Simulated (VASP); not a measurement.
# Mg2O5 (cubic X2O5 type) (Pn-3m) in VASP: notebook

Mg2O5 (cubic X2O5 type) is run at these levels: PBE; tasks: single point.

Everything below comes from runs of VASP 6.6.1. Logs are shortened: lines on timing, memory, paths and dates and some standing lists are left out, and cuts for length are marked.

### Step 1. The cell of the first run

It takes space group Pn-3m (No. 224, cubic). Conventional cell: a = 5.109 Å, b = 5.109 Å, c = 5.109 Å, α = 90.00°, β = 90.00°, γ = 90.00°. Mg (site symmetry -3m) has 12 O at 2.21 to 2.55 Å within 2.9 Å. O (site symmetry -3m) has 6 O at 2.21 Å and 6 Mg at 2.55 Å within 2.9 Å. Within 2.9 Å of O (site symmetry -42m) lie 4 Mg at 2.21 Å and 8 O at 2.21 to 2.55 Å.

### Step 2. Single point, PBE

INCAR

```
SYSTEM = Mg2O5
  ALGO = Normal
  EDIFF = 1E-6
  ENCUT = 520
  GGA = PE
  ISIF = 2
  ISMEAR = -1
  LASPH = .True.
  LCHARG = .False.
  LREAL = .False.
  LWAVE = .False.
  NBANDS = 47
  NELM = 80
  PREC = Accurate
  SIGMA = 0.06122561905347299
```

KPOINTS

```
k-points
0
Gamma
  7 7 7
  0 0 0
```

POSCAR

```
Mg2O5
1.0
    5.1088166323      0.0000000000      0.0000000000
    0.0000000000      5.1088166323      0.0000000000
    0.0000000000      0.0000000000      5.1088166323
Mg O
4 10
Direct
    0.0000000000      0.0000000000      0.0000000000
    0.5000000000      0.5000000000      0.0000000000
    0.5000000000      0.0000000000      0.5000000000
    0.0000000000      0.5000000000      0.5000000000
    0.5000000000      0.0000000000      0.0000000000
    0.0000000000      0.5000000000      0.0000000000
    0.0000000000      0.0000000000      0.5000000000
    0.5000000000      0.5000000000      0.5000000000
    0.7500000000      0.7500000000      0.2500000000
    0.7500000000      0.2500000000      0.7500000000
    0.2500000000      0.7500000000      0.7500000000
    0.7500000000      0.2500000000      0.2500000000
    0.2500000000      0.7500000000      0.2500000000
    0.2500000000      0.2500000000      0.7500000000
```

Potentials or basis: VASP PAW PBE potentials, release 64 (Mg, O).

The run is started by

```
$ cat potpaw_PBE.64/Mg/POTCAR potpaw_PBE.64/O/POTCAR > POTCAR
$ mpirun -np 1 vasp_std > vasp.out
```

OUTCAR:

```text
SYSTEM = Mg2O5
   EDIFF = 1E-6
   ENCUT = 520
   GGA = PE
   ISIF = 2
   ISMEAR = -1
   LASPH = .True.
   LREAL = .False.
   NELM = 80
   PREC = Accurate

 ion  position               nearest neighbor table
   1  0.000  0.000  0.000-   9 2.21  10 2.21  11 2.21  12 2.21  13 2.21  14 2.21   5 2.55   6 2.55
                             7 2.55   7 2.55   6 2.55   5 2.55   3 3.61   4 3.61   2 3.61   2 3.61
   2  0.500  0.500  0.000-   9 2.21  10 2.21  11 2.21  12 2.21  13 2.21  14 2.21   5 2.55   6 2.55
                             8 2.55   8 2.55   5 2.55   6 2.55   3 3.61   4 3.61   1 3.61   1 3.61
   3  0.500  0.000  0.500-   9 2.21  10 2.21  11 2.21  12 2.21  13 2.21  14 2.21   5 2.55   7 2.55
                             8 2.55   5 2.55   8 2.55   7 2.55   1 3.61   2 3.61   1 3.61   2 3.61
   4  0.000  0.500  0.500-   9 2.21  10 2.21  11 2.21  12 2.21  13 2.21  14 2.21   6 2.55   7 2.55
                             8 2.55   6 2.55   7 2.55   8 2.55   1 3.61   2 3.61   1 3.61   1 3.61
   5  0.500  0.000  0.000-   1 2.55   2 2.55   3 2.55   3 2.55   2 2.55   1 2.55
   6  0.000  0.500  0.000-   1 2.55   2 2.55   4 2.55   4 2.55   1 2.55   2 2.55
   7  0.000  0.000  0.500-   1 2.55   3 2.55   4 2.55   1 2.55   4 2.55   3 2.55
   8  0.500  0.500  0.500-   2 2.55   3 2.55   4 2.55   2 2.55   3 2.55   4 2.55
   9  0.750  0.750  0.250-   1 2.21   2 2.21   3 2.21   4 2.21
  10  0.750  0.250  0.750-   1 2.21   2 2.21   3 2.21   4 2.21
  11  0.250  0.750  0.750-   1 2.21   2 2.21   3 2.21   4 2.21
  12  0.750  0.250  0.250-   1 2.21   2 2.21   3 2.21   4 2.21
  13  0.250  0.750  0.250-   1 2.21   2 2.21   3 2.21   4 2.21
  14  0.250  0.250  0.750-   1 2.21   2 2.21   3 2.21   4 2.21

  LATTYP: Found a simple cubic cell.
 ALAT       =     5.1088166323

  Lattice vectors:

 A1 = (   5.1088166323,   0.0000000000,   0.0000000000)
 A2 = (   0.0000000000,   5.1088166323,   0.0000000000)
 A3 = (   0.0000000000,   0.0000000000,   5.1088166323)

Analysis of symmetry for initial positions (statically):
=====================================================================
 Subroutine PRICEL returns:
 Original cell was already a primitive cell.

 Routine SETGRP: Setting up the symmetry group for a
 simple cubic supercell.

 Subroutine GETGRP returns: Found 48 space group operations
 (whereof 12 operations were pure point group operations)
 out of a pool of 48 trial point group operations.

The static configuration has the point symmetry D_3d.
 The point group associated with its full space group is O_h .

Analysis of symmetry for dynamics (positions and initial velocities):
=====================================================================
 Subroutine PRICEL returns:
 Original cell was already a primitive cell.

 Routine SETGRP: Setting up the symmetry group for a
 simple cubic supercell.

 Subroutine GETGRP returns: Found 48 space group operations
 (whereof 12 operations were pure point group operations)
 out of a pool of 48 trial point group operations.

The dynamic configuration has the point symmetry D_3d.
 The point group associated with its full space group is O_h .

 Subroutine INISYM returns: Found 48 space group operations
 (whereof 12 operations are pure point group operations),
 and found     1 'primitive' translations

----------------------------------------------------------------------------------------

                                     Primitive cell

  volume of cell :     133.3402

  direct lattice vectors                    reciprocal lattice vectors
     5.108816632  0.000000000  0.000000000     0.195740045  0.000000000  0.000000000
     0.000000000  5.108816632  0.000000000     0.000000000  0.195740045  0.000000000
     0.000000000  0.000000000  5.108816632     0.000000000  0.000000000  0.195740045

  length of vectors
     5.108816632  5.108816632  5.108816632     0.195740045  0.195740045  0.195740045

  position of ions in fractional coordinates (direct lattice)
     0.000000000  0.000000000  0.000000000
[... 24 lines left out ...]
                 9           9
                10          10
                11          11
                12          12
                13          13
                14          14

----------------------------------------------------------------------------------------

 KPOINTS: k-points

Automatic generation of k-mesh.
 Grid dimensions read from file:
 generate k-points for:    7    7    7

 Generating k-lattice:

  Cartesian coordinates                     Fractional coordinates (reciprocal lattice)
     0.027962864  0.000000000  0.000000000     0.142857143  0.000000000  0.000000000
     0.000000000  0.027962864  0.000000000     0.000000000  0.142857143  0.000000000
     0.000000000  0.000000000  0.027962864     0.000000000  0.000000000  0.142857143

  Length of vectors
     0.027962864  0.027962864  0.027962864

  Shift w.r.t. Gamma in fractional coordinates (k-lattice)
     0.000000000  0.000000000  0.000000000

 Subroutine IBZKPT returns following result:
 ===========================================

 Found     20 irreducible k-points:

 Following reciprocal coordinates:
            Coordinates               Weight
  0.000000  0.000000  0.000000      1.000000
  0.142857  0.000000  0.000000      6.000000
  0.285714  0.000000  0.000000      6.000000
  0.428571  0.000000  0.000000      6.000000
  0.142857  0.142857  0.000000     12.000000
  0.285714  0.142857  0.000000     24.000000
[... 12 lines left out ...]
  0.428571  0.428571  0.285714     24.000000
  0.428571  0.428571  0.428571      8.000000
   k-points           NKPTS =     20   k-points in BZ     NKDIM =     20   number of bands    NBANDS=     47
   number of dos      NEDOS =    301   number of ions     NIONS =     14
   total plane-waves  NPLWV =  64000
   dimension x,y,z NGX =    40 NGY =   40 NGZ =   40
   dimension x,y,z NGXF=    80 NGYF=   80 NGZF=   80
   ions per type =               4  10
   NGX,Y,Z   is equivalent  to a cutoff of  13.02, 13.02, 13.02 a.u.
   NGXF,Y,Z  is equivalent  to a cutoff of  26.03, 26.03, 26.03 a.u.
 SYSTEM =  Mg2O5
   PREC   = accura    normal or accurate (medium, high low for compatibility)
   ISTART =      0    job   : 0-new  1-cont  2-samecut
   ICHARG =      2    charge: 1-file 2-atom 10-const
   ISPIN  =      1    spin polarized calculation?
   LNONCOLLINEAR =      F non collinear calculations
   LSORBIT =      F    spin-orbit coupling
   LASPH  =      T    aspherical Exc in radial PAW
   ENCUT  =  520.0 eV  38.22 Ry    6.18 a.u.   9.50  9.50  9.50*2*pi/ulx,y,z
   NELM   =     80;   NELMIN=  2; NELMDL= -5     # of ELM steps
   EDIFF  = 0.1E-05   stopping-criterion for ELM
   LREAL  =      F    real-space projection
[... 7 lines left out ...]
   TEBEG  =    0.0;   TEEND  =   0.0 temperature during run
   PSTRESS=    0.0 pullay stress
   NELECT =      68.0000    total number of electrons
   NUPDOWN=      -1.0000    fix difference up-down
   EMIN   =  10.00;   EMAX   =-10.00  energy-range for DOS
   EFERMI =   0.00;   METHOD = LEGACY
   ISMEAR =    -1;   SIGMA  =   0.06  broadening in eV -4-tet -1-fermi 0-gaus
   EFERMI_NEDOS =   21; number of points for ismear=-14 and -15
   IALGO  =     38    algorithm
   IMIX   =      4    mixing-type and parameters
     AMIX     =   0.40;   BMIX     =  1.00
     AMIX_MAG =   1.60;   BMIX_MAG =  1.00
  volume/ion in A,a.u.               =       9.52        64.27
  Fermi-wavevector in a.u.,A,eV,Ry     =   1.307949  2.471665 23.275904  1.710731
  Thomas-Fermi vector in A             =   2.438649
   LORBIT       =      0    0 simple, 1 ext, 2 COOP (PROOUT), +10 PAW based schemes
   GGA     = PE    functional components
   LHFCALC =     F    Hartree Fock is set to
   AEXX    =    0.0000 exact exchange contribution
   IVDW    =     0    specifies the selected vdW correction
   LEPSILON=     F    determine dielectric tensor
   LRPA    =     F    only Hartree local field effects (RPA)
 non-spin polarized calculation
  energy-cutoff  :      520.00
  volume of cell :      133.34
 maximum number of plane-waves:      3695
 NGX is ok and might be reduce to    40
   NGX = 19   NGY = 19   NGZ = 19

 number of electron      68.0000062 magnetization

 Free energy of the ion-electron system (eV)
  ---------------------------------------------------
  ext. energy  EPLUGINS =         0.00000000
  ---------------------------------------------------
  free energy    TOTEN  =       -59.05414187 eV

  energy without entropy =      -58.78945092  energy(sigma->0) =      -58.92179640

 E-fermi :   3.2360     XC(G=0): -10.9157

 val. band max:        3.2356640120   @ k =   0.4286   0.4286   0.1429
 cond. band min:       3.2364272087   @ k =   0.2857   0.2857   0.2857
 fundamental gap:      0.0007631967
 Fermi energy:         3.2360213668

 k-point     1 :       0.0000    0.0000    0.0000
  band No.  band energies     occupation
      1     -16.7508      2.00000
      2     -14.4953      2.00000
      3     -14.4953      2.00000
      4     -14.3574      2.00000
      5     -14.3574      2.00000
      6     -14.3574      2.00000
[... 969 lines left out ...]
     45      12.1400      0.00000
     46      13.3639      0.00000
 [bands above 46 left out]

------------------------ aborting loop because EDIFF is reached ----------------------------------------

  FORCE on cell =-STRESS in cart. coord.  units (eV):
  Direction    XX          YY          ZZ          XY          YZ          ZX
  --------------------------------------------------------------------------------------
  -------------------------------------------------------------------------------------
  Total        3.8191352      3.8191352      3.8191352     -0.0000000      0.0000000     -0.0000000
  in kB       45.8896425     45.8896425     45.8896425     -0.0000000      0.0000000     -0.0000000
  external PRESSURE =      45.8896425 kB  Pullay stress =       0.0000000 kB

 VOLUME and BASIS-vectors are now :
 -----------------------------------------------------------------------------
  energy-cutoff  :      520.00
  volume of cell :      133.34
      direct lattice vectors                 reciprocal lattice vectors
     5.108816632  0.000000000  0.000000000     0.195740045  0.000000000  0.000000000
     0.000000000  5.108816632  0.000000000     0.000000000  0.195740045  0.000000000
     0.000000000  0.000000000  5.108816632     0.000000000  0.000000000  0.195740045

 POSITION                                       TOTAL-FORCE (eV/Angst)
 -----------------------------------------------------------------------------------
      0.00000      0.00000      0.00000         0.000000      0.000000      0.000000
      2.55441      2.55441      0.00000         0.000000      0.000000      0.000000
      2.55441      0.00000      2.55441         0.000000      0.000000      0.000000
      0.00000      2.55441      2.55441         0.000000      0.000000      0.000000
      2.55441      0.00000      0.00000         0.000000      0.000000      0.000000
      0.00000      2.55441      0.00000         0.000000      0.000000      0.000000
      0.00000      0.00000      2.55441         0.000000      0.000000      0.000000
      2.55441      2.55441      2.55441         0.000000      0.000000      0.000000
      3.83161      3.83161      1.27720        -0.000000     -0.000000      0.000000
      3.83161      1.27720      3.83161         0.000000     -0.000000     -0.000000
      1.27720      3.83161      3.83161        -0.000000     -0.000000     -0.000000
      3.83161      1.27720      1.27720         0.000000      0.000000      0.000000
      1.27720      3.83161      1.27720        -0.000000     -0.000000     -0.000000
      1.27720      1.27720      3.83161         0.000000     -0.000000     -0.000000
 -----------------------------------------------------------------------------------
    total drift:                               -0.000000      0.000000      0.000000

  FREE ENERGIE OF THE ION-ELECTRON SYSTEM (eV)
  ---------------------------------------------------
  free  energy   TOTEN  =       -59.0541418732 eV

  energy  without entropy=      -58.7894509211  energy(sigma->0) =      -58.92179640
```

Wall time 81 s (1 thread of AMD EPYC 9R45 (Zen 5), shared host); peak memory 0.25 GiB.

Results:

```
Free energy            : -59.0541 eV
Pressure               : 4.6 GPa
Band gap on the k mesh : zero (bands 34 and 35 overlap by 0.27 eV)
```

Levels at points of the mesh, in eV from the Fermi level:
```
           k point  band 30  band 31  band 32  band 33  band 34  band 35  band 36  band 37  band 38  band 39
(0.00, 0.00, 0.00)    -0.60    -0.60    -0.09    -0.09    -0.09     0.31     0.31     0.31     0.41     0.41
```

Caveat: the cell stands under pressure; semilocal functionals underestimate gaps, so a narrow gap can read as zero.

### Step 3. Single point, PBE

This run uses another cell than the first one, of 9.72 Å³/atom.

INCAR

```
SYSTEM = Mg2O5
PREC     = Accurate       ! precision mode
ENCUT    = 520            ! plane-wave cutoff, eV
EDIFF    = 1E-7           ! SCF threshold, eV
ISMEAR   = -1             ! smearing method
SIGMA    = 0.06122561905347299 ! smearing width, eV
LREAL    = .FALSE.        ! projectors in reciprocal space
LASPH    = .TRUE.         ! aspherical terms in the spheres
NELM     = 100            ! most SCF steps
ALGO     = Normal         ! electronic algorithm
ISIF     = 2              ! what is computed and relaxed
LWAVE    = .FALSE.        ! write WAVECAR
LCHARG   = .FALSE.        ! write CHGCAR
GGA      = PE             ! functional
NBANDS   = 47             ! bands
```

KPOINTS

```
regular mesh
0
G
  7 7 7
  0 0 0
```

POSCAR, as its differences from that of step 2:

```diff
@@ -2,5 +2,5 @@
 1.0
-    5.1088166323      0.0000000000      0.0000000000
-    0.0000000000      5.1088166323      0.0000000000
-    0.0000000000      0.0000000000      5.1088166323
+    5.1440509639      0.0000000000      0.0000000000
+    0.0000000000      5.1440509639      0.0000000000
+    0.0000000000      0.0000000000      5.1440509639
 Mg O
```

Potentials or basis: VASP PAW PBE potentials, release 64 (Mg, O).

The run is started by

```
$ cat potpaw_PBE.64/Mg/POTCAR potpaw_PBE.64/O/POTCAR > POTCAR
$ mpirun -np 1 vasp_std > vasp.out
```

Wall time 96 s (1 thread of AMD EPYC 9R45 (Zen 5), shared host); peak memory 0.25 GiB.

It converged, with:

* Free energy: -59.1135 eV
* Pressure: 1.8 GPa
* Band gap on the k mesh: zero (bands 34 and 35 overlap by 0.26 eV)

Levels at points of the mesh, in eV from the Fermi level:
| k point | band 32 | band 33 | band 34 | band 35 | band 36 | band 37 |
| --- | --- | --- | --- | --- | --- | --- |
| (0.00, 0.00, 0.00) | -0.09 | -0.09 | -0.09 | 0.30 | 0.30 | 0.30 |

Caveat: semilocal functionals underestimate gaps, so a narrow gap can read as zero.

### Step 4. Single point, PBE

This run uses another cell than the first one, of 9.72 Å³/atom.

INCAR

```
PREC = Accurate
ENCUT = 520
EDIFF = 1E-6
ISMEAR = -1
SIGMA = 0.06122561905347299
LREAL = F
LASPH = T
NELM = 100
ALGO = Normal
ISIF = 2
LWAVE = F
LCHARG = F
GGA = PE
NBANDS = 47
```

KPOINTS

```
regular mesh
0
Gamma
  7 7 7
```

POSCAR is that of step 3.

The run is started by

```
$ cat potpaw_PBE.64/Mg/POTCAR potpaw_PBE.64/O/POTCAR > POTCAR
$ mpirun -np 1 vasp_std > vasp.out
```

Wall time 87 s (1 thread of AMD EPYC 9R45 (Zen 5), shared host); peak memory 0.25 GiB.

Results (log left out):

```yaml
Free_energy: -59.1135 eV
Pressure: 1.8 GPa
Band_gap_on_the_k_mesh: zero (bands 34 and 35 overlap by 0.26 eV)
```

Levels at points of the mesh, in eV from the Fermi level:
```csv
k point,band 30,band 31,band 32,band 33,band 34,band 35,band 36,band 37,band 38,band 39
"(0.00, 0.00, 0.00)",-0.58,-0.58,-0.09,-0.09,-0.09,0.30,0.30,0.30,0.40,0.40
```

Caveat: semilocal functionals underestimate gaps, so a narrow gap can read as zero.

### Step 5. Single point, PBE

This run uses another cell than the first one, of 9.92 Å³/atom.

INCAR

```
SYSTEM = Mg2O5
ALGO = Normal
EDIFF = 1E-6
ENCUT = 520
GGA = PE
ISIF = 2
ISMEAR = -1
LASPH = .True.
LCHARG = .False.
LREAL = .False.
LWAVE = .False.
NBANDS = 47
NELM = 80
PREC = Accurate
SIGMA = 0.06122561905347299
```

KPOINTS

```
k-points
0
Gamma
  7 7 7
  0 0 0
```

POSCAR, as its differences from that of step 4:

```diff
@@ -2,5 +2,5 @@
 1.0
-    5.1440509639      0.0000000000      0.0000000000
-    0.0000000000      5.1440509639      0.0000000000
-    0.0000000000      0.0000000000      5.1440509639
+    5.1788091193      0.0000000000      0.0000000000
+    0.0000000000      5.1788091193      0.0000000000
+    0.0000000000      0.0000000000      5.1788091193
 Mg O
```

The run is started by

```
$ cat potpaw_PBE.64/Mg/POTCAR potpaw_PBE.64/O/POTCAR > POTCAR
$ mpirun -np 1 vasp_std > vasp.out
```

Run time: 80 s. Hardware: 1 thread of AMD EPYC 9R45 (Zen 5), shared host; peak memory 0.25 GiB.

The run converged. Its results:

| Quantity | Value |
| --- | --- |
| Free energy | -59.1272 eV |
| Pressure | -0.7 GPa |
| Band gap on the k mesh | zero (bands 34 and 35 overlap by 0.25 eV) |

Levels at points of the mesh, in eV from the Fermi level:
```csv
k point,band 32,band 33,band 34,band 35,band 36,band 37
"(0.00, 0.00, 0.00)",-0.08,-0.08,-0.08,0.29,0.29,0.29
```

Caveat: semilocal functionals underestimate gaps, so a narrow gap can read as zero.

### Step 6. Overview

| cell | gap on the mesh (eV) | pressure (GPa) |
| --- | --- | --- |
| a = 5.109 Å, 14 atoms | none | 4.6 |
| a = 5.144 Å, 14 atoms | none | 1.8 |
| a = 5.179 Å, 14 atoms | none | -0.7 |

Alike in all rows: task single point; level PBE; potentials or basis VASP PAW PBE potentials, release 64 (Mg, O); no spin polarisation; k mesh 7 × 7 × 7; cutoff (eV) 520; smearing fermi-dirac 0.0612256 eV.

Caveats: semilocal functionals underestimate gaps, so a narrow gap can read as zero; the cell stands under pressure (at least some runs).

Total energies depend on the potentials used, so only differences within one code and one set of settings carry meaning.
